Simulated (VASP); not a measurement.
# H18CO9 in VASP: notebook

H18CO9 is run at these levels: PBE+D3(BJ); tasks: single point.

Everything below comes from runs of VASP 6.6.1. Logs are shortened: lines on timing, memory, paths and dates and some standing lists are left out, and cuts for length are marked.

## (1) The cell of the first run

The cell holds a disordered packing, 28 atoms: a = 6.221 Å, b = 6.221 Å, c = 6.221 Å, α = 90.00°, β = 90.00°, γ = 90.00°.

## (2) Single point, PBE+D3(BJ)

The input, INCAR:

```
ALGO     = Normal         # electronic algorithm
EDIFF    = 1E-6           # SCF threshold, eV
ENCUT    = 520            # plane-wave cutoff, eV
GGA      = PE             # functional
ISIF     = 2              # what is computed and relaxed
ISMEAR   = -1             # smearing method
IVDW     = 12             # dispersion correction
LASPH    = T              # aspherical terms in the spheres
LCHARG   = F              # write CHGCAR
LREAL    = Auto         
LWAVE    = F              # write WAVECAR
NBANDS   = 58             # bands
NELM     = 60             # most SCF steps
PREC     = Accurate       # precision mode
SIGMA    = 0.05           # smearing width, eV
```

The input, KPOINTS:

```
k-points
0
Gamma
  1 1 1
```

The input, POSCAR:

```
H18CO9
1.0
    6.2213620000      0.0000000000      0.0000000000
    0.0000000000      6.2213620000      0.0000000000
    0.0000000000      0.0000000000      6.2213620000
O H C
9 18 1
Direct
    0.4488566973      0.7733997797      0.3618178785
    0.8633479293      1.0132990172      0.2513276032
    0.6525419996      0.9943803302      0.8295771890
    0.6690174917      0.5602631707      0.7965136894
    0.2029459144      0.3885322860      0.6457267717
    0.0046613587      0.6163119908      0.1972719157
    0.5958180861      0.3041456196      0.4202777463
    0.2874290228      0.1874830624      0.1277373025
    0.0953488963     -0.1600453406      0.8073312564
    0.5984702385      0.8154323764      0.3037116310
    0.3523022772      0.8868476067      0.2919457186
    0.9919049880      1.0395151415      0.1615080428
    0.9082737831      0.8653249883      0.2964784882
    0.5777995236      0.9262441247      0.7081086103
    0.7572296870      0.8915089654      0.9169214072
    0.8208652703      0.5459094005      0.7658933848
    0.6511114447      0.4464938706      0.9168892599
    0.2068357379      0.4316096700      0.4967722502
    0.3121663713      0.4796216648      0.7190869138
    0.0275341637      0.4603011366      0.1829020719
    0.1128531019      0.7164990560      0.1085775108
    0.5940982055      0.4093798110      0.5394477929
    0.6519794219      0.1645941837      0.5040214667
    0.3707548283      0.1838504173      0.2516490762
    0.3865230797      0.1205041597      0.0278234895
    0.1204880860     -0.0219244596      0.5333398057
    0.0439775085      0.1582611653      0.7309010471
    0.0889194360     -0.0063973130      0.7045241862
```

Potentials or basis: VASP PAW PBE potentials, release 64 (O, H, C).

Command:

```console
> cat potpaw_PBE.64/O/POTCAR potpaw_PBE.64/H/POTCAR potpaw_PBE.64/C/POTCAR > POTCAR
> mpirun -np 1 vasp_gam > vasp.out
```

OUTCAR:

```text
EDIFF = 1E-6
   ENCUT = 520
   GGA = PE
   ISIF = 2
   ISMEAR = -1
   IVDW = 12
   LASPH = T
   LREAL = Auto
   NELM = 60
   PREC = Accurate
 IVDW          = 12

 ion  position               nearest neighbor table
   1  0.449  0.773  0.362-  11 1.02  10 1.03
   2  0.863  0.013  0.251-  12 0.99  13 1.00
   3  0.653  0.994  0.830-  14 0.98  15 1.06
   4  0.669  0.560  0.797-  16 0.97  17 1.04
   5  0.203  0.389  0.646-  18 0.96  19 1.00
   6  0.005  0.616  0.197-  20 0.99  21 1.07
   7  0.596  0.304  0.420-  22 0.99  23 1.07
   8  0.287  0.187  0.128-  24 0.93  25 0.97
   9  0.095  0.840  0.807-  28 1.15
  10  0.598  0.815  0.304-   1 1.03
  11  0.352  0.887  0.292-   1 1.02
  12  0.992  0.040  0.162-   2 0.99
  13  0.908  0.865  0.296-   2 1.00
  14  0.578  0.926  0.708-   3 0.98
[... 11 lines left out ...]
  26  0.120  0.978  0.533-  28 1.09
  27  0.044  0.158  0.731-  28 1.07
  28  0.089  0.994  0.705-  27 1.07  26 1.09   9 1.15

  LATTYP: Found a simple cubic cell.
 ALAT       =     6.2213620000

  Lattice vectors:

 A1 = (   6.2213620000,   0.0000000000,   0.0000000000)
 A2 = (   0.0000000000,   6.2213620000,   0.0000000000)
 A3 = (   0.0000000000,   0.0000000000,   6.2213620000)

Analysis of symmetry for initial positions (statically):
=====================================================================
 Subroutine PRICEL returns:
 Original cell was already a primitive cell.

 Routine SETGRP: Setting up the symmetry group for a
 simple cubic supercell.

 Subroutine GETGRP returns: Found  1 space group operations
 (whereof  1 operations were pure point group operations)
 out of a pool of 48 trial point group operations.

The static configuration has the point symmetry C_1 .

Analysis of symmetry for dynamics (positions and initial velocities):
=====================================================================
 Subroutine PRICEL returns:
 Original cell was already a primitive cell.

 Routine SETGRP: Setting up the symmetry group for a
 simple cubic supercell.

 Subroutine GETGRP returns: Found  1 space group operations
 (whereof  1 operations were pure point group operations)
 out of a pool of 48 trial point group operations.

The dynamic configuration has the point symmetry C_1 .

 Subroutine INISYM returns: Found  1 space group operations
 (whereof  1 operations are pure point group operations),
 and found     1 'primitive' translations

----------------------------------------------------------------------------------------

                                     Primitive cell

  volume of cell :     240.8000

  direct lattice vectors                    reciprocal lattice vectors
     6.221362000  0.000000000  0.000000000     0.160736508  0.000000000  0.000000000
     0.000000000  6.221362000  0.000000000     0.000000000  0.160736508  0.000000000
     0.000000000  0.000000000  6.221362000     0.000000000  0.000000000  0.160736508

  length of vectors
     6.221362000  6.221362000  6.221362000     0.160736508  0.160736508  0.160736508

  position of ions in fractional coordinates (direct lattice)
     0.448856697  0.773399780  0.361817878
     0.863347929  0.013299017  0.251327603
     0.652542000  0.994380330  0.829577189
     0.669017492  0.560263171  0.796513689
     0.202945914  0.388532286  0.645726772
     0.004661359  0.616311991  0.197271916
[... 20 lines left out ...]
     0.043977508  0.158261165  0.730901047
     0.088919436  0.993602687  0.704524186

  ion indices of the primitive-cell ions
   primitive index   ion index
                 1           1
                 2           2
                 3           3
                 4           4
                 5           5
                 6           6
[... 20 lines left out ...]
                27          27
                28          28

----------------------------------------------------------------------------------------

 KPOINTS: k-points

Automatic generation of k-mesh.
 Grid dimensions read from file:
 generate k-points for:    1    1    1

 Generating k-lattice:

  Cartesian coordinates                     Fractional coordinates (reciprocal lattice)
     0.160736508  0.000000000  0.000000000     1.000000000  0.000000000  0.000000000
     0.000000000  0.160736508  0.000000000     0.000000000  1.000000000  0.000000000
     0.000000000  0.000000000  0.160736508     0.000000000  0.000000000  1.000000000

  Length of vectors
     0.160736508  0.160736508  0.160736508

  Shift w.r.t. Gamma in fractional coordinates (k-lattice)
     0.000000000  0.000000000  0.000000000

 Subroutine IBZKPT returns following result:
 ===========================================

 Found      1 irreducible k-points:

 Following reciprocal coordinates:
            Coordinates               Weight
  0.000000  0.000000  0.000000      1.000000
   k-points           NKPTS =      1   k-points in BZ     NKDIM =      1   number of bands    NBANDS=     58
   number of dos      NEDOS =    301   number of ions     NIONS =     28
   total plane-waves  NPLWV = 110592
   dimension x,y,z NGX =    48 NGY =   48 NGZ =   48
   dimension x,y,z NGXF=    96 NGYF=   96 NGZF=   96
   ions per type =               9  18   1
   NGX,Y,Z   is equivalent  to a cutoff of  12.83, 12.83, 12.83 a.u.
   NGXF,Y,Z  is equivalent  to a cutoff of  25.65, 25.65, 25.65 a.u.
 SYSTEM =  unknown system
   PREC   = accura    normal or accurate (medium, high low for compatibility)
   ISTART =      0    job   : 0-new  1-cont  2-samecut
   ICHARG =      2    charge: 1-file 2-atom 10-const
   ISPIN  =      1    spin polarized calculation?
   LNONCOLLINEAR =      F non collinear calculations
   LSORBIT =      F    spin-orbit coupling
   LASPH  =      T    aspherical Exc in radial PAW
   ENCUT  =  520.0 eV  38.22 Ry    6.18 a.u.  11.57 11.57 11.57*2*pi/ulx,y,z
   NELM   =     60;   NELMIN=  2; NELMDL= -5     # of ELM steps
   EDIFF  = 0.1E-05   stopping-criterion for ELM
   LREAL  =      T    real-space projection
   EDIFFG = 0.1E-04   stopping-criterion for IOM
   NSW    =      0    number of steps for IOM
   IBRION =     -1    ionic relax: 0-MD 1-quasi-New 2-CG
   NFREE  =      0    steps in history (QN), initial steepest desc. (CG)
   ISIF   =      2    stress and relaxation
   ISYM   =      2    0-nonsym 1-usesym 2-fastsym
   POTIM  = 0.5000    time-step for ionic-motion
   TEBEG  =    0.0;   TEEND  =   0.0 temperature during run
   PSTRESS=    0.0 pullay stress
   NELECT =      76.0000    total number of electrons
   NUPDOWN=      -1.0000    fix difference up-down
   EMIN   =  10.00;   EMAX   =-10.00  energy-range for DOS
   EFERMI =   0.00;   METHOD = LEGACY
   ISMEAR =    -1;   SIGMA  =   0.05  broadening in eV -4-tet -1-fermi 0-gaus
   EFERMI_NEDOS =   21; number of points for ismear=-14 and -15
   IALGO  =     38    algorithm
   IMIX   =      4    mixing-type and parameters
     AMIX     =   0.40;   BMIX     =  1.00
     AMIX_MAG =   1.60;   BMIX_MAG =  1.00
  volume/ion in A,a.u.               =       8.60        58.04
  Fermi-wavevector in a.u.,A,eV,Ry     =   1.114621  2.106328 16.903606  1.242380
  Thomas-Fermi vector in A             =   2.251218
   LORBIT       =      0    0 simple, 1 ext, 2 COOP (PROOUT), +10 PAW based schemes
   GGA     = PE    functional components
   LHFCALC =     F    Hartree Fock is set to
   AEXX    =    0.0000 exact exchange contribution
   IVDW    =    12    specifies the selected vdW correction
   LEPSILON=     F    determine dielectric tensor
   LRPA    =     F    only Hartree local field effects (RPA)
 non-spin polarized calculation
  energy-cutoff  :      520.00
  volume of cell :      240.80
 maximum number of plane-waves:      3226
 NGX is ok and might be reduce to    48
   NGX = 23   NGY = 23   NGZ = 23

 number of electron      75.9999997 magnetization

 Free energy of the ion-electron system (eV)
  ---------------------------------------------------
  ext. energy  EPLUGINS =         0.00000000
  ---------------------------------------------------
  free energy    TOTEN  =      -135.72712252 eV

  energy without entropy =     -135.72712252  energy(sigma->0) =     -135.72712252

 E-fermi :  -0.7083     XC(G=0):  -7.6893

 val. band max:       -1.9782707896   @ k =   0.0000   0.0000   0.0000
 cond. band min:       1.7141886139   @ k =   0.0000   0.0000   0.0000
 fundamental gap:      3.6924594036
 Fermi energy:        -0.7083073849

 k-point     1 :       0.0000    0.0000    0.0000
  band No.  band energies     occupation
      1     -23.8076      2.00000
      2     -22.0730      2.00000
      3     -21.5907      2.00000
      4     -21.3982      2.00000
      5     -21.1791      2.00000
      6     -20.7984      2.00000
[... 42 lines left out ...]
     49       6.8706      0.00000
     50       7.3060      0.00000
 [bands above 50 left out]

------------------------ aborting loop because EDIFF is reached ----------------------------------------

 Edisp (eV)   -1.22152

 E8    (eV) :    -0.2590

  FORCE on cell =-STRESS in cart. coord.  units (eV):
  Direction    XX          YY          ZZ          XY          YZ          ZX
  --------------------------------------------------------------------------------------
  -------------------------------------------------------------------------------------
  Total      -2.70874     3.27962     2.53423     0.04308     2.37558    -1.05731
  in kB     -18.02278    21.82116    16.86164     0.28664    15.80605    -7.03487
  external pressure =        6.89 kB  Pullay stress =        0.00 kB

 VOLUME and BASIS-vectors are now :
 -----------------------------------------------------------------------------
  energy-cutoff  :      520.00
  volume of cell :      240.80
      direct lattice vectors                 reciprocal lattice vectors
     6.221362000  0.000000000  0.000000000     0.160736508  0.000000000  0.000000000
     0.000000000  6.221362000  0.000000000     0.000000000  0.160736508  0.000000000
     0.000000000  0.000000000  6.221362000     0.000000000  0.000000000  0.160736508

 POSITION                                       TOTAL-FORCE (eV/Angst)
 -----------------------------------------------------------------------------------
      2.79250      4.81160      2.25100         0.846823      1.876329     -1.283871
      5.37120      0.08274      1.56360         0.840452     -1.337969     -0.013114
      4.05970      6.18640      5.16110         0.975816     -0.232736      1.314298
      4.16220      3.48560      4.95540        -0.563948     -2.184726      1.861622
      1.26260      2.41720      4.01730         0.511852      0.879811      0.960036
      0.02900      3.83430      1.22730         1.426697      1.415568     -0.946416
[... 20 lines left out ...]
      0.27360      0.98460      4.54720        -0.388061      0.536290      1.454485
      0.55320      6.18156      4.38310        -0.592872      4.368754     -5.009581
 -----------------------------------------------------------------------------------
    total drift:                               -0.005126      0.006647      0.000568

  FREE ENERGIE OF THE ION-ELECTRON SYSTEM (eV)
  ---------------------------------------------------
  free  energy   TOTEN  =      -136.9486402169 eV

  energy  without entropy=     -136.9486402169  energy(sigma->0) =     -136.94864022
```

Wall time 21 s (1 thread of AMD EPYC 7R13 (Zen 3), shared host); peak memory 0.28 GiB.

Results:

* Free energy: -136.9486 eV
* Pressure: 0.7 GPa
* Largest force: 7.532 eV/Å
* Dispersion energy per atom: -0.044 eV

Forces in eV/Å, atoms in the order of the input:
```
O    0.847  1.876 -1.284
O    0.840 -1.338 -0.013
O    0.976 -0.233  1.314
O   -0.564 -2.185  1.862
O    0.512  0.880  0.960
O    1.427  1.416 -0.946
O    1.129 -2.615  1.897
O   -1.884 -0.469 -2.168
O    0.486 -5.573  5.043
H   -1.953 -0.503  0.515
H    1.176 -1.317  0.822
H   -0.295  0.729  0.060
H   -0.571  0.405 -0.024
H    0.510 -0.707  0.722
H   -2.383  1.496 -1.937
H    0.598  0.066 -0.200
H    0.169  1.691 -1.582
H    0.197  0.428 -0.388
H   -0.724 -0.339 -0.598
H    0.549  0.880 -0.373
H   -1.826 -2.866  1.056
H   -0.070 -0.091 -0.248
H   -0.804  2.825 -1.745
H    1.776  0.877  2.855
H    0.332 -0.134 -0.900
H    0.531 -0.105 -1.144
H   -0.388  0.536  1.454
C   -0.593  4.369 -5.010
```

Caveat: the k points lie up to 1.01 Å⁻¹ apart; the atoms stand as in a frame of molecular dynamics.

## (3) Single point, PBE+D3(BJ)

The input, INCAR:

```
PREC = Accurate ; ENCUT = 520
EDIFF = 1E-7 ; ISMEAR = -1
SIGMA = 0.05 ; LREAL = Auto
LASPH = True ; NELM = 60
ALGO = Normal ; ISIF = 2
LWAVE = False ; LCHARG = False
GGA = PE ; IVDW = 12
NBANDS = 58
```

The input, KPOINTS:

```
Automatic mesh
0
Gamma
  1 1 1
```

The input, POSCAR:

```
H18CO9
1.0
    6.2213620000      0.0000000000      0.0000000000
    0.0000000000      6.2213620000      0.0000000000
    0.0000000000      0.0000000000      6.2213620000
O H C
9 18 1
Direct
    0.4531162147      0.7752643231      0.3033580107
    0.8351225986      1.0770953370      0.2407350673
    0.6370952213      1.0139901841      0.7925274241
    0.6972588960      0.6221145788      0.7882518330
    0.2363469607      0.4254856091      0.6434282397
    0.0250427479      0.5422767555      0.1681464605
    0.6102843718      0.3795631889      0.4576650579
    0.3141755776      0.2153547728      0.1023891553
    0.0766552404     -0.1583897545      0.8416485008
    0.5391102463      0.7395808185      0.4243926008
    0.5549749396      0.8293039370      0.1751224250
    0.8678967724      1.2270785722      0.3134844106
    0.9871954083      1.0552994666      0.1985899551
    0.6487646917      0.8647784842      0.8174255091
    0.6885791246      1.0735269865      0.9357275786
    0.7675971917      0.5725273662      0.6608038561
    0.8089707688      0.5703734970      0.8951576841
    0.1305984124      0.5006299264      0.5507797167
    0.2374078216      0.5417463250      0.7590620832
    0.1395353622      0.4308381348      0.1347775616
    0.0260071669      0.6704158993      0.0746138868
    0.4772909855      0.4421379113      0.4853599582
    0.6021511045      0.2536100616      0.5795515516
    0.4202938199      0.1837539754      0.2181194407
    0.4034164866      0.2541887130     -0.0152378209
    0.3566743102     -0.0053364521      0.7180421265
    0.0504712634     -0.0568364291      0.5241938984
    0.1773084415     -0.0735208785      0.6726662104
```

Potentials or basis: VASP PAW PBE potentials, release 64 (O, H, C).

Command:

```console
> cat potpaw_PBE.64/O/POTCAR potpaw_PBE.64/H/POTCAR potpaw_PBE.64/C/POTCAR > POTCAR
> mpirun -np 1 vasp_gam > vasp.out
```

Wall time 24 s (1 thread of AMD EPYC 7R13 (Zen 3), shared host); peak memory 0.31 GiB.

The run converged. Its results:

| Property | Result |
| --- | --- |
| Free energy | -136.7337 eV |
| Pressure | -3.0 GPa |
| Largest force | 5.178 eV/Å |
| Dispersion energy per atom | -0.043 eV |

Forces on the atoms (eV/Å):
```
O    0.501  1.442 -3.478
O    2.097  2.484  1.031
O   -0.065  4.096  1.554
O    1.055 -1.286  2.314
O   -1.083  2.215  0.983
O   -0.398 -0.570  0.029
O    2.487 -4.211  1.702
O   -0.202 -0.328  1.491
O    2.610  1.801 -3.914
H    1.222  0.000  0.443
H   -1.750 -1.174  3.097
H   -1.576 -2.001 -1.193
H   -0.489 -0.577 -0.453
H    0.493 -2.519 -0.322
H   -0.146 -0.288 -1.300
H   -0.209 -0.310 -1.377
H   -1.190  0.553 -0.253
H    0.361 -0.698 -0.356
H    0.375 -1.395 -0.771
H   -0.376  1.088 -0.134
H    0.976 -0.551  0.338
H   -2.523  1.178  0.398
H    0.511  2.101 -2.326
H   -0.531  0.328 -0.285
H    0.551  0.276 -1.101
H   -2.067 -0.811 -1.346
H    2.331  0.015  1.367
C   -2.966 -0.856  3.862
```

Stress tensor (GPa, compression positive):
```
-1.74 -2.37 -1.13
-2.37 -0.48  2.95
-1.13  2.95 -6.82
```

Levels at points of the mesh, in eV from the Fermi level:
```tsv
k point	band 34	band 35	band 36	band 37	band 38	band 39	band 40	band 41	band 42	band 43
(0.00, 0.00, 0.00)	-2.65	-2.33	-2.19	-2.04	-1.29	1.42	2.56	5.33	5.83	5.91
```

Caveat: the k points lie up to 1.01 Å⁻¹ apart; the atoms stand as in a frame of molecular dynamics.

[end of part 1 of 2]
